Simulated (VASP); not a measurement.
# Ta2C3 (P4mm) in VASP: further runs

Ta2C3 is run at these levels: PBE; tasks: single point, relaxation of cell and atoms.

Program: VASP 6.6.1. These are calculated values, not measurements. Logs are shortened: lines on timing, memory, paths and dates and some standing lists are left out, and cuts for length are marked.

### 1 The cell of the first run

It takes space group P4mm (No. 99, tetragonal). The conventional cell has a = 4.122 Å, b = 4.122 Å, c = 4.955 Å, α = 90.00°, β = 90.00°, γ = 90.00°. Ta (site symmetry 4mm) has 2 Ta at 2.21 to 2.75 Å and 4 C at 2.32 Å within 2.9 Å. Ta (site symmetry 4mm) has 2 Ta at 2.21 to 2.75 Å and 4 C at 2.65 Å within 2.9 Å. C (site symmetry 2mm) has 4 Ta at 2.32 to 2.65 Å and 6 C at 2.90 to 2.91 Å within 3.1 Å. C (site symmetry 4mm) has 8 C at 2.90 to 3.57 Å and 8 Ta at 2.94 to 3.45 Å within 3.8 Å.

### 2 Single point, PBE

File INCAR:

```
SYSTEM = Ta2C3
PREC = Accurate ; ENCUT = 520
EDIFF = 1E-6 ; ISMEAR = 0
SIGMA = 0.1 ; LREAL = .False.
LASPH = .True. ; NELM = 80
ALGO = Normal ; ISIF = 2
LWAVE = .False. ; LCHARG = .False.
GGA = PE ; NBANDS = 25
```

File KPOINTS:

```
Automatic mesh
0
Gamma
  4 4 4
  0 0 0
```

File POSCAR:

```
Ta2C3
1.0
    4.1215981100      0.0000000000      0.0000000000
    0.0000000000      4.1215981100      0.0000000000
    0.0000000000      0.0000000000      4.9546165600
Ta C
2 3
Direct
    0.0000000000      0.0000000000      0.5913670200
    0.0000000000      0.0000000000      0.1457074000
    0.5000000000      0.0000000000      0.8079161300
    0.0000000000      0.5000000000      0.8079161300
    0.5000000000      0.5000000000      0.2193865800
```

Potentials or basis: VASP PAW PBE potentials, release 64 (Ta_pv, C).

Launch:

```console
> cat potpaw_PBE.64/Ta_pv/POTCAR potpaw_PBE.64/C/POTCAR > POTCAR
> mpirun -np 1 vasp_std > vasp.out
```

OUTCAR:

```text
SYSTEM = Ta2C3
   PREC = Accurate
   ENCUT = 520
   EDIFF = 1E-6
   ISMEAR = 0
   LREAL = .False.
   LASPH = .True.
   NELM = 80
   ISIF = 2
   GGA = PE

 ion  position               nearest neighbor table
   1  0.000  0.000  0.591-   2 2.21   3 2.32   4 2.32   4 2.32   3 2.32   2 2.75
   2  0.000  0.000  0.146-   1 2.21   3 2.65   4 2.65   4 2.65   3 2.65   1 2.75
   3  0.500  0.000  0.808-   1 2.32   1 2.32   2 2.65   2 2.65
   4  0.000  0.500  0.808-   1 2.32   1 2.32   2 2.65   2 2.65
   5  0.500  0.500  0.219-

  LATTYP: Found a simple tetragonal cell.
 ALAT       =     4.1215981100
 C/A-ratio  =     1.2021105474

  Lattice vectors:

 A1 = (   4.1215981100,   0.0000000000,   0.0000000000)
 A2 = (   0.0000000000,   4.1215981100,   0.0000000000)
 A3 = (   0.0000000000,   0.0000000000,   4.9546165600)

Analysis of symmetry for initial positions (statically):
=====================================================================
 Subroutine PRICEL returns:
 Original cell was already a primitive cell.

 Routine SETGRP: Setting up the symmetry group for a
 simple tetragonal supercell.

 Subroutine GETGRP returns: Found  8 space group operations
 (whereof  8 operations were pure point group operations)
 out of a pool of 16 trial point group operations.

The static configuration has the point symmetry C_4v.

Analysis of symmetry for dynamics (positions and initial velocities):
=====================================================================
 Subroutine PRICEL returns:
 Original cell was already a primitive cell.

 Routine SETGRP: Setting up the symmetry group for a
 simple tetragonal supercell.

 Subroutine GETGRP returns: Found  8 space group operations
 (whereof  8 operations were pure point group operations)
 out of a pool of 16 trial point group operations.

The dynamic configuration has the point symmetry C_4v.

 Subroutine INISYM returns: Found  8 space group operations
 (whereof  8 operations are pure point group operations),
 and found     1 'primitive' translations

----------------------------------------------------------------------------------------

                                     Primitive cell

  volume of cell :      84.1669

  direct lattice vectors                    reciprocal lattice vectors
     4.121598110  0.000000000  0.000000000     0.242624335  0.000000000  0.000000000
     0.000000000  4.121598110  0.000000000     0.000000000  0.242624335  0.000000000
     0.000000000  0.000000000  4.954616560     0.000000000  0.000000000  0.201831966

  length of vectors
     4.121598110  4.121598110  4.954616560     0.242624335  0.242624335  0.201831966

  position of ions in fractional coordinates (direct lattice)
     0.000000000  0.000000000  0.591367020
     0.000000000  0.000000000  0.145707400
     0.500000000  0.000000000  0.807916130
     0.000000000  0.500000000  0.807916130
     0.500000000  0.500000000  0.219386580

  ion indices of the primitive-cell ions
   primitive index   ion index
                 1           1
                 2           2
                 3           3
                 4           4
                 5           5

----------------------------------------------------------------------------------------

 KPOINTS: Automatic mesh

Automatic generation of k-mesh.
 Grid dimensions read from file:
 generate k-points for:    4    4    4

 Generating k-lattice:

  Cartesian coordinates                     Fractional coordinates (reciprocal lattice)
     0.060656084  0.000000000  0.000000000     0.250000000  0.000000000  0.000000000
     0.000000000  0.060656084  0.000000000     0.000000000  0.250000000  0.000000000
     0.000000000  0.000000000  0.050457991     0.000000000  0.000000000  0.250000000

  Length of vectors
     0.060656084  0.060656084  0.050457991

  Shift w.r.t. Gamma in fractional coordinates (k-lattice)
     0.000000000  0.000000000  0.000000000

 Subroutine IBZKPT returns following result:
 ===========================================

 Found     18 irreducible k-points:

 Following reciprocal coordinates:
            Coordinates               Weight
  0.000000  0.000000  0.000000      1.000000
  0.250000  0.000000  0.000000      4.000000
  0.500000  0.000000  0.000000      2.000000
  0.250000  0.250000  0.000000      4.000000
  0.500000  0.250000  0.000000      4.000000
  0.500000  0.500000  0.000000      1.000000
[... 10 lines left out ...]
  0.500000  0.250000  0.500000      4.000000
  0.500000  0.500000  0.500000      1.000000
   k-points           NKPTS =     18   k-points in BZ     NKDIM =     18   number of bands    NBANDS=     25
   number of dos      NEDOS =    301   number of ions     NIONS =      5
   total plane-waves  NPLWV =  40960
   dimension x,y,z NGX =    32 NGY =   32 NGZ =   40
   dimension x,y,z NGXF=    64 NGYF=   64 NGZF=   80
   ions per type =               2   3
   NGX,Y,Z   is equivalent  to a cutoff of  12.91, 12.91, 13.42 a.u.
   NGXF,Y,Z  is equivalent  to a cutoff of  25.81, 25.81, 26.84 a.u.
 SYSTEM =  Ta2C3
   PREC   = accura    normal or accurate (medium, high low for compatibility)
   ISTART =      0    job   : 0-new  1-cont  2-samecut
   ICHARG =      2    charge: 1-file 2-atom 10-const
   ISPIN  =      1    spin polarized calculation?
   LNONCOLLINEAR =      F non collinear calculations
   LSORBIT =      F    spin-orbit coupling
   LASPH  =      T    aspherical Exc in radial PAW
   ENCUT  =  520.0 eV  38.22 Ry    6.18 a.u.   7.66  7.66  9.21*2*pi/ulx,y,z
   NELM   =     80;   NELMIN=  2; NELMDL= -5     # of ELM steps
   EDIFF  = 0.1E-05   stopping-criterion for ELM
   LREAL  =      F    real-space projection
   EDIFFG = 0.1E-04   stopping-criterion for IOM
   NSW    =      0    number of steps for IOM
   IBRION =     -1    ionic relax: 0-MD 1-quasi-New 2-CG
   NFREE  =      0    steps in history (QN), initial steepest desc. (CG)
   ISIF   =      2    stress and relaxation
   ISYM   =      2    0-nonsym 1-usesym 2-fastsym
   POTIM  = 0.5000    time-step for ionic-motion
   TEBEG  =    0.0;   TEEND  =   0.0 temperature during run
   PSTRESS=    0.0 pullay stress
   NELECT =      34.0000    total number of electrons
   NUPDOWN=      -1.0000    fix difference up-down
   EMIN   =  10.00;   EMAX   =-10.00  energy-range for DOS
   EFERMI =   0.00;   METHOD = LEGACY
   ISMEAR =     0;   SIGMA  =   0.10  broadening in eV -4-tet -1-fermi 0-gaus
   EFERMI_NEDOS =   21; number of points for ismear=-14 and -15
   IALGO  =     38    algorithm
   IMIX   =      4    mixing-type and parameters
     AMIX     =   0.40;   BMIX     =  1.00
     AMIX_MAG =   1.60;   BMIX_MAG =  1.00
  volume/ion in A,a.u.               =      16.83       113.60
  Fermi-wavevector in a.u.,A,eV,Ry     =   1.210191  2.286930 19.926589  1.464563
  Thomas-Fermi vector in A             =   2.345746
   LORBIT       =      0    0 simple, 1 ext, 2 COOP (PROOUT), +10 PAW based schemes
   GGA     = PE    functional components
   LHFCALC =     F    Hartree Fock is set to
   AEXX    =    0.0000 exact exchange contribution
   IVDW    =     0    specifies the selected vdW correction
   LEPSILON=     F    determine dielectric tensor
   LRPA    =     F    only Hartree local field effects (RPA)
 non-spin polarized calculation
 Gauss-broadening in eV      SIGMA  =   0.10
  energy-cutoff  :      520.00
  volume of cell :       84.17
 maximum number of plane-waves:      2284
 NGX is ok and might be reduce to    32
   NGX = 15   NGY = 15   NGZ = 19

 number of electron      34.0000004 magnetization

 Free energy of the ion-electron system (eV)
  ---------------------------------------------------
  ext. energy  EPLUGINS =         0.00000000
  ---------------------------------------------------
  free energy    TOTEN  =       -37.05029714 eV

  energy without entropy =      -37.03911957  energy(sigma->0) =      -37.04470836

 E-fermi :   2.7848     XC(G=0): -10.4805

 val. band max:        2.7387883005   @ k =   0.2500   0.0000   0.5000
 cond. band min:       2.7943013744   @ k =   0.5000   0.0000   0.2500
 fundamental gap:      0.0555130739
 Fermi energy:         2.7848497862

 k-point     1 :       0.0000    0.0000    0.0000
  band No.  band energies     occupation
      1     -33.7604      2.00000
      2     -32.3430      2.00000
      3     -32.3430      2.00000
      4     -31.4102      2.00000
      5     -31.4102      2.00000
      6     -30.1841      2.00000
[... 17 lines left out ...]
     24       5.1449      0.00000
     25       5.3913      0.00000

 k-point     2 :       0.2500    0.0000    0.0000
  band No.  band energies     occupation
      1     -33.7595      2.00000
      2     -32.3512      2.00000
      3     -32.3424      2.00000
      4     -31.4197      2.00000
      5     -31.4097      2.00000
      6     -30.1837      2.00000
[... 17 lines left out ...]
     24       6.0084      0.00000
     25       6.1158      0.00000

 k-point     3 :       0.5000    0.0000    0.0000
  band No.  band energies     occupation
      1     -33.7586      2.00000
      2     -32.3594      2.00000
      3     -32.3417      2.00000
      4     -31.4292      2.00000
      5     -31.4091      2.00000
      6     -30.1833      2.00000
[... 17 lines left out ...]
     24       6.4968      0.00000
     25       7.3168      0.00000

 k-point     4 :       0.2500    0.2500    0.0000
  band No.  band energies     occupation
      1     -33.7586      2.00000
      2     -32.3506      2.00000
      3     -32.3504      2.00000
      4     -31.4191      2.00000
      5     -31.4191      2.00000
      6     -30.1833      2.00000
[... 17 lines left out ...]
     24       6.0810      0.00000
     25       7.2441      0.00000
[... 309 lines left out ...]
 k-point    16 :       0.2500    0.2500    0.5000
  band No.  band energies     occupation
      1     -33.3220      2.00000
      2     -32.3211      2.00000
      3     -32.3210      2.00000
      4     -31.4544      2.00000
      5     -31.4543      2.00000
      6     -30.7944      2.00000
[... 17 lines left out ...]
     24       6.0023      0.00000
     25       6.4257      0.00000

 k-point    17 :       0.5000    0.2500    0.5000
  band No.  band energies     occupation
      1     -33.3214      2.00000
      2     -32.3285      2.00000
      3     -32.3204      2.00000
      4     -31.4646      2.00000
      5     -31.4537      2.00000
      6     -30.7934      2.00000
[... 17 lines left out ...]
     24       5.9931      0.00000
     25       6.1232      0.00000

 k-point    18 :       0.5000    0.5000    0.5000
  band No.  band energies     occupation
      1     -33.3207      2.00000
      2     -32.3278      2.00000
      3     -32.3278      2.00000
      4     -31.4639      2.00000
      5     -31.4639      2.00000
      6     -30.7925      2.00000
[... 17 lines left out ...]
     24       5.4232      0.00000
     25       5.5060      0.00000

------------------------ aborting loop because EDIFF is reached ----------------------------------------

  FORCE on cell =-STRESS in cart. coord.  units (eV):
  Direction    XX          YY          ZZ          XY          YZ          ZX
  --------------------------------------------------------------------------------------
  -------------------------------------------------------------------------------------
  Total      -19.9964611    -19.9964611      8.9970796      0.0000000      0.0000000      0.0000000
  in kB     -380.6469826   -380.6469826    171.2658639      0.0000000      0.0000000      0.0000000
  external PRESSURE =    -196.6760338 kB  Pullay stress =       0.0000000 kB

 VOLUME and BASIS-vectors are now :
 -----------------------------------------------------------------------------
  energy-cutoff  :      520.00
  volume of cell :       84.17
      direct lattice vectors                 reciprocal lattice vectors
     4.121598110  0.000000000  0.000000000     0.242624335  0.000000000  0.000000000
     0.000000000  4.121598110  0.000000000     0.000000000  0.242624335  0.000000000
     0.000000000  0.000000000  4.954616560     0.000000000  0.000000000  0.201831966

 POSITION                                       TOTAL-FORCE (eV/Angst)
 -----------------------------------------------------------------------------------
      0.00000      0.00000      2.93000        -0.000000     -0.000000     10.438274
      0.00000      0.00000      0.72192        -0.000000     -0.000000    -11.310984
      2.06080      0.00000      4.00291        -0.000000     -0.000000      0.320736
      0.00000      2.06080      4.00291         0.000000     -0.000000      0.320736
      2.06080      2.06080      1.08698        -0.000000      0.000000      0.231239
 -----------------------------------------------------------------------------------
    total drift:                                0.000000      0.000000      0.000536

  FREE ENERGIE OF THE ION-ELECTRON SYSTEM (eV)
  ---------------------------------------------------
  free  energy   TOTEN  =       -37.0502971393 eV

  energy  without entropy=      -37.0391195711  energy(sigma->0) =      -37.04470836
```

Run time: 14 s. Hardware: 1 thread of Intel Xeon 6975P-C (Granite Rapids), shared host; peak memory 0.2 GiB.

What came out:

| Item | Value |
| --- | --- |
| Free energy | -37.0503 eV |
| Pressure | -19.7 GPa |
| Largest force | 11.311 eV/Å |
| Band gap on the k mesh | zero (band 17 reaches 3.45 eV, above the bottom of band 18 at 2.29 eV) |

Forces in eV/Å, atoms in the order of the input:
```
Ta    0.000   0.000  10.438
Ta    0.000   0.000 -11.311
C     0.000   0.000   0.321
C     0.000   0.000   0.321
C     0.000   0.000   0.231
```

Stress tensor (GPa, compression positive):
```
-38.06   0.00   0.00
  0.00 -38.06   0.00
  0.00   0.00  17.13
```

Caveat: the k points lie up to 0.38 Å⁻¹ apart; spin-orbit coupling is left out, which moves the levels of the heavy elements; forces of over 1 eV/Å act on the atoms, so gaps and moduli don't describe the material at rest.

### 3 Relaxation of cell and atoms, PBE

File INCAR:

```
ALGO = Normal
EDIFF = 1E-7
EDIFFG = -0.04
ENCUT = 600
GGA = PE
IBRION = 2
ISIF = 3
ISMEAR = 0
LASPH = True
LCHARG = False
LREAL = False
LWAVE = False
NELM = 60
NSW = 90
PREC = Accurate
SIGMA = 0.1
```

File KPOINTS:

```
k-points
0
Gamma
  4 4 4
```

POSCAR is that of step 2.

Potentials or basis: VASP PAW PBE potentials, release 64 (Ta_pv, C).

Launch:

```console
> cat potpaw_PBE.64/Ta_pv/POTCAR potpaw_PBE.64/C/POTCAR > POTCAR
> mpirun -np 1 vasp_std > vasp.out
```

It took 5.1 min on 1 thread of Intel Xeon 6975P-C (Granite Rapids), shared host; peak memory 0.25 GiB.

Results (log left out):

```
Free energy                            : -48.1514 eV
Relaxed volume                         : 10.43 Å³/atom
Relaxed cell                           : a = 2.975 Å, b = 2.975 Å, c = 5.892 Å, α = 90.00°, β = 90.00°, γ = 90.00°
Space group after relaxing (to 0.05 Å) : P4/mmm (No. 123)
Energy gained by relaxing              : 2220.1 meV/atom
Ionic steps                            : 27
Pressure after relaxing                : -0.4 GPa
Largest force after relaxing           : 0.032 eV/Å
Band gap on the k mesh                 : zero (band 17 reaches 9.28 eV, above the bottom of band 18 at 7.38 eV)
```

Forces in eV/Å, atoms in the order of the input:
```
Ta   0.000  0.000 -0.022
Ta   0.000  0.000  0.022
C    0.000  0.000 -0.016
C    0.000  0.000 -0.016
C    0.000  0.000  0.032
```

Stress tensor (GPa, compression positive):
```
-0.49  0.00  0.00
 0.00 -0.49  0.00
 0.00  0.00 -0.33
```

The path:
| step | energy change (eV) | largest force (eV/Å) | pressure (GPa) | volume (Å³) |
| --- | --- | --- | --- | --- |
| 1 | 0.0000 | 11.3114 | -19.70 | 84.17 |
| 2 | 7.2978 | 53.2616 | 127.62 | 59.55 |
| 3 | -5.5360 | 8.0936 | -5.38 | 72.32 |
| 4 | -9.1405 | 8.3809 | 28.92 | 55.52 |
| 5 | -9.2676 | 8.8733 | 18.26 | 57.94 |
| 6 | -9.2601 | 8.6434 | 22.98 | 56.75 |
| 7 | -8.0505 | 2.7458 | -35.76 | 66.30 |
| 8 | -10.0993 | 1.0336 | -9.72 | 59.75 |
| 9 | -10.1115 | 1.0567 | -7.55 | 59.46 |
| 10 | -10.1125 | 1.1647 | -6.61 | 59.34 |
| 11 | -10.3009 | 1.5649 | -0.80 | 56.66 |
| 12 | -10.3676 | 2.1048 | 7.29 | 54.02 |
| 13 | -10.4650 | 2.0599 | 6.25 | 53.65 |
| 14 | -10.7031 | 2.0405 | 4.86 | 52.55 |
| 15 | -10.0304 | 7.9049 | 15.68 | 50.35 |
| 16 | -10.7234 | 2.0391 | 5.50 | 52.26 |
| 17 | -10.7364 | 2.1347 | 6.21 | 51.82 |
| 18 | -10.8745 | 2.1684 | 3.08 | 51.98 |
| 19 | -10.9860 | 2.2782 | -1.32 | 52.27 |
| 20 | -11.0821 | 0.8371 | -0.74 | 52.09 |
| 21 | -11.0927 | 0.2655 | -0.16 | 52.01 |
| 22 | -11.0926 | 0.2678 | -0.18 | 52.01 |
| 23 | -11.0946 | 0.2475 | 0.06 | 51.99 |
| 24 | -11.0974 | 0.1853 | 0.89 | 51.91 |
| 25 | -11.0990 | 0.1385 | 0.11 | 52.04 |
| 26 | -11.0997 | 0.0835 | -0.81 | 52.20 |
| 27 | -11.1005 | 0.0323 | -0.44 | 52.13 |

Final structure:
```cif
data_structure
_symmetry_space_group_name_H-M 'P 1'
_symmetry_Int_Tables_number 1
_cell_length_a 2.9746
_cell_length_b 2.9746
_cell_length_c 5.8920
_cell_angle_alpha 90.000
_cell_angle_beta 90.000
_cell_angle_gamma 90.000
_cell_volume 52.13
loop_
_atom_site_label
_atom_site_type_symbol
_atom_site_fract_x
_atom_site_fract_y
_atom_site_fract_z
_atom_site_occupancy
Ta1 Ta 0.00000 0.00000 0.54048 1
Ta2 Ta 0.00000 0.00000 0.08880 1
C1 C 0.50000 0.00000 0.81465 1
C2 C 0.00000 0.50000 0.81465 1
C3 C 0.50000 0.50000 0.31370 1
```

Levels at points of the mesh, in eV from the Fermi level:
```
           k point  band 14  band 15  band 16  band 17  band 18  band 19  band 20  band 21
(0.00, 0.00, 0.00)    -3.21    -1.78    -0.91    -0.91     0.25     3.15     3.15     3.40
(0.50, 0.00, 0.00)    -3.34    -2.55    -2.39     0.31     1.27     1.51     2.24     3.17
(0.50, 0.50, 0.00)    -4.89    -3.91    -3.91     1.60     3.14     4.04     4.91     4.91
(0.00, 0.00, 0.50)    -4.74    -1.75    -1.75    -1.49     1.38     2.69     3.57     4.05
(0.50, 0.00, 0.50)    -2.54    -2.51    -1.81    -1.57    -0.12     1.24     1.73     2.78
(0.50, 0.50, 0.50)    -3.13    -2.75    -2.75    -0.70     0.48     4.15     4.26     4.26
```

Caveat: the k points lie up to 0.53 Å⁻¹ apart in the final cell; the volume moved by over 15 % at a fixed basis, so the end points are rough; spin-orbit coupling is left out, which moves the levels of the heavy elements.
